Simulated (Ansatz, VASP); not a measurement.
## BaOs3: VASP beside Ansatz

```
Ba Os
1.0
     4.16458    0.00000    0.00000
     0.00000    4.16458    0.00000
     0.00000    0.00000    4.16458
Ba Os
1 3
Direct
  0.00000 0.00000 0.00000
  0.00000 0.50000 0.50000
  0.50000 0.00000 0.50000
  0.50000 0.50000 0.00000
```

Alike in both runs: functional r2SCAN; k mesh 12 × 12 × 12; occupations gaussian, width 0.1 eV; no spin polarisation.

Ansatz relaxed the structure, and its values are those at the end. VASP's run is a single point on that final structure, the one shown.

|  | VASP | Ansatz |
| --- | --- | --- |
| version | VASP 6.6.1 | Ansatz 0.2.0 |
| potentials or method | VASP PAW PBE potentials, release 64 (Ba_sv, Os), cutoff 520 eV | scalar-relativistic, plane waves, PAW |
| valence electrons in the cell | 34 | 58 |

```tsv
	VASP	Ansatz	Ansatz less VASP
gap on the k mesh at the Fermi level (eV)	none	none	-
pressure (GPa)	5.1	0.0	-5.14
```

VASP's potentials were made for PBE, not for r2SCAN. A gap of «none» marks a metal or a gap that the smearing closes. One of these differences is far larger than is usual between the two programs; its cause wasn't traced. VASP's potentials hold 34 valence electrons a cell and Ansatz's 58, so a difference there can come from the potentials and not from the codes.

Spin-orbit coupling is off throughout.
